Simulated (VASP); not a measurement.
# B in VASP: a series of runs, part 2 of 2

VASP 6.6.1.

## Step 3: Relaxation of cell and atoms, r2SCAN

This run uses another cell than the first one, of 7.27 Å³/atom, 1.244 times its volume.

POSCAR

```
B
1.0
   -1.0608405422      1.0608405422      1.6139141281
    1.0608405422     -1.0608405422      1.6139141281
    1.0608405422      1.0608405422     -1.6139141281
B
1
Direct
    0.0000000000      0.0000000000      0.0000000000
```

INCAR.step1

```
SYSTEM = B
ALGO = Normal
EDIFF = 1E-4
ENCUT = 600
GGA = PE
ISMEAR = 0
LASPH = .True.
LCHARG = .False.
LREAL = .False.
LWAVE = .True.
NELM = 60
PREC = Accurate
SIGMA = 0.1
```

INCAR.step2

```
SYSTEM = B
ALGO = Normal
EDIFF = 1E-6
EDIFFG = -0.04
ENCUT = 600
IBRION = 2
ISIF = 3
ISMEAR = 0
ISTART = 1
LASPH = .True.
LCHARG = .False.
LMIXTAU = .True.
LREAL = .False.
LWAVE = .False.
METAGGA = R2SCAN
NELM = 60
NSW = 90
PREC = Accurate
SIGMA = 0.1
```

KPOINTS

```
k-points
0
Gamma
  10 10 10
  0 0 0
```

Potentials or basis: VASP PAW PBE potentials, release 64 (B).

The run is started by

```
cat potpaw_PBE.64/B/POTCAR > POTCAR
cp INCAR.step1 INCAR
mpirun -np 1 vasp_std > vasp.out
cp INCAR.step2 INCAR
mpirun -np 1 vasp_std > vasp.out
```

It took 35 s on 1 thread of Intel Xeon 6975P-C (Granite Rapids), shared host; peak memory 0.12 GiB.

Results (log left out):

```yaml
Free_energy: -5.8756 eV
Relaxed_volume: 5.84 Å³/atom
Relaxed_cell: a = 2.047 Å, b = 2.047 Å, c = 2.047 Å, α = 122.26°, β = 122.26°, γ = 86.12°
Space_group_after_relaxing_to_0.05_Å: I4/mmm (No. 139)
Energy_gained_by_relaxing: 214.0 meV/atom
Ionic_steps: 7
Pressure_after_relaxing: -0.7 GPa
```

Stress tensor (GPa, compression positive):
```
-0.69  0.00  0.00
 0.00 -0.69  0.00
 0.00  0.00 -0.59
```

The path:
```csv
step,energy change (eV),largest force (eV/Å),pressure (GPa),volume (Å³)
1,0.0000,0.0000,-39.62,7.27
2,-0.1895,0.0000,17.84,5.53
3,-0.2097,0.0000,-0.87,5.87
4,-0.2139,0.0000,1.09,5.81
5,-0.2138,0.0000,1.55,5.80
6,-0.2139,0.0000,1.27,5.81
7,-0.2140,0.0000,-0.66,5.84
```

Final structure:
```
B
1.0
    -0.98827    0.98827    1.49552
     0.98827   -0.98827    1.49552
     0.98827    0.98827   -1.49552
B
1
Direct
  0.00000 0.00000 0.00000
```

Levels at points of the mesh, in eV from the Fermi level:
| k point | band 1 | band 2 | band 3 | band 4 | band 5 |
| --- | --- | --- | --- | --- | --- |
| (0.00, 0.00, 0.00) | -20.40 | 17.71 | 17.77 | 17.77 | 33.69 |
| (0.50, 0.00, 0.00) | -10.48 | -5.91 | 13.30 | 15.67 | 28.61 |
| (0.50, 0.50, 0.00) | -6.91 | 0.80 | 5.75 | 6.89 | 16.18 |
| (0.50, 0.50, 0.50) | -8.55 | -2.10 | 8.30 | 8.30 | 18.19 |

Caveat: the k points lie up to 0.45 Å⁻¹ apart in the final cell; the volume moved by over 15 % at a fixed basis, so the end points are rough; the PAW data sets were made with another functional, which shifts forces and pressure a little.

## Step 4: Single point, r2SCAN

This run uses another cell than the first one, of 5.82 Å³/atom, 0.996 times its volume.

POSCAR

```
B
1.0
    0.0000000000      1.4276401126      1.4276401126
    1.4276401126      0.0000000000      1.4276401126
    1.4276401126      1.4276401126      0.0000000000
B
1
Direct
    0.0000000000      0.0000000000      0.0000000000
```

INCAR.step1

```
  PREC = Accurate
  ENCUT = 520
  ISMEAR = 0
  SIGMA = 0.1
  LREAL = False
  LASPH = True
  NELM = 60
  NBANDS = 8
  GGA = PE
  ALGO = Normal
  EDIFF = 1E-4
  LWAVE = True
  LCHARG = False
```

INCAR.step2

```
  PREC = Accurate
  ENCUT = 520
  EDIFF = 1E-6
  ISMEAR = 0
  SIGMA = 0.1
  LREAL = False
  LASPH = True
  NELM = 60
  ALGO = Normal
  ISIF = 2
  LWAVE = False
  LCHARG = False
  METAGGA = R2SCAN
  LMIXTAU = True
  NBANDS = 8
  ISTART = 1
```

KPOINTS

```
Automatic mesh
0
Gamma
  32 32 32
```

Potentials or basis: VASP PAW PBE potentials, release 64 (B).

The run is started by

```
cat potpaw_PBE.64/B/POTCAR > POTCAR
cp INCAR.step1 INCAR
mpirun -np 1 vasp_std > vasp.out
cp INCAR.step2 INCAR
mpirun -np 1 vasp_std > vasp.out
```

OUTCAR:

```text
PREC = Accurate
   ENCUT = 520
   EDIFF = 1E-6
   ISMEAR = 0
   LREAL = False
   LASPH = True
   NELM = 60
   ISIF = 2
   METAGGA = R2SCAN
   ISTART = 1

 ion  position               nearest neighbor table
   1  0.000  0.000  0.000-

  LATTYP: Found a face centered cubic cell.
 ALAT       =     2.8552802252

  Lattice vectors:

 A1 = (   0.0000000000,   1.4276401126,   1.4276401126)
 A2 = (   1.4276401126,   0.0000000000,   1.4276401126)
 A3 = (   1.4276401126,   1.4276401126,   0.0000000000)

[... 434 lines left out ...]
      1      -7.7184      2.00000
      2      19.8795      0.00000
      3      26.2484      0.00000
      4      27.3268      0.00000
      5      41.7950      0.00000
      6      45.7393      0.00000
      7      47.1815      0.00000
      8      50.2637      0.00000

 [... further k-points ...]
[... 5 lines left out ...]
  --------------------------------------------------------------------------------------
  -------------------------------------------------------------------------------------
  Total       -0.0099995     -0.0099995     -0.0099995      0.0000000     -0.0000000     -0.0000000
  in kB       -2.7529809     -2.7529809     -2.7529809      0.0000000     -0.0000000     -0.0000000
  external PRESSURE =      -2.7529809 kB  Pullay stress =       0.0000000 kB

 VOLUME and BASIS-vectors are now :
 -----------------------------------------------------------------------------
  energy-cutoff  :      520.00
  volume of cell :        5.82
      direct lattice vectors                 reciprocal lattice vectors
     0.000000000  1.427640113  1.427640113    -0.350228321  0.350228321  0.350228321
     1.427640113  0.000000000  1.427640113     0.350228321 -0.350228321  0.350228321
     1.427640113  1.427640113  0.000000000     0.350228321  0.350228321 -0.350228321

 POSITION                                       TOTAL-FORCE (eV/Angst)
 -----------------------------------------------------------------------------------
      0.00000      0.00000      0.00000        -0.000000     -0.000000     -0.000000
 -----------------------------------------------------------------------------------
    total drift:                                0.000000     -0.000000     -0.000000

  FREE ENERGIE OF THE ION-ELECTRON SYSTEM (eV)
  ---------------------------------------------------
  free  energy   TOTEN  =        -5.8831529690 eV

  energy  without entropy=       -5.8822919158  energy(sigma->0) =       -5.88272244
```

OUTCAR.step1:

```text
PREC = Accurate
   ENCUT = 520
   ISMEAR = 0
   LREAL = False
   LASPH = True
   NELM = 60
[... 478 lines left out ...]

 POSITION                                       TOTAL-FORCE (eV/Angst)
 -----------------------------------------------------------------------------------
      0.00000      0.00000      0.00000         0.000000      0.000000      0.000000
 -----------------------------------------------------------------------------------
    total drift:                               -0.000000     -0.000000     -0.000000

  FREE ENERGIE OF THE ION-ELECTRON SYSTEM (eV)
  ---------------------------------------------------
  free  energy   TOTEN  =        -5.3495504882 eV

  energy  without entropy=       -5.3485162768  energy(sigma->0) =       -5.34903338
```

It took 34 s on 1 thread of Intel Xeon 6975P-C (Granite Rapids), shared host; peak memory 0.14 GiB.

What came out:

- Free energy: -5.8832 eV
- Pressure: -0.3 GPa

Levels at points of the mesh, in eV from the Fermi level:
```tsv
k point	band 1	band 2	band 3	band 4	band 5
(0.00, 0.00, 0.00)	-20.63	17.63	17.63	17.63	34.14
(0.50, 0.00, 0.00)	-10.72	-6.14	14.41	14.41	30.67
(0.50, 0.50, 0.00)	-7.70	-0.38	6.75	6.75	16.60
```

Caveat: the PAW data sets were made with another functional, which shifts forces and pressure a little.

## Step 5: Summary

```csv
task,cell,k mesh,cutoff (eV),gap on the mesh (eV),pressure (GPa)
single point,"a = 2.047 Å, angles 122.3, 122.3, 86.1°, 1 atom",10 × 10 × 10,520,none,-0.5
relaxation of cell and atoms,"relaxed from a = 2.204 Å, angles 122.4, 122.4, 85.8°, 1 atom",10 × 10 × 10,600,none,-0.7
single point,"a = 2.019 Å, angles 60.0°, 1 atom",32 × 32 × 32,520,none,-0.3
```

Alike in all rows: level r2SCAN; potentials or basis VASP PAW PBE potentials, release 64 (B); no spin polarisation; smearing gaussian 0.1 eV.

Caveats: some runs use coarse meshes; the PAW data sets were made with another functional, which shifts forces and pressure a little; the volume moved by over 15 % at a fixed basis, so the end points are rough (some runs).

Absolute energies hang on the potentials; compare differences alone.
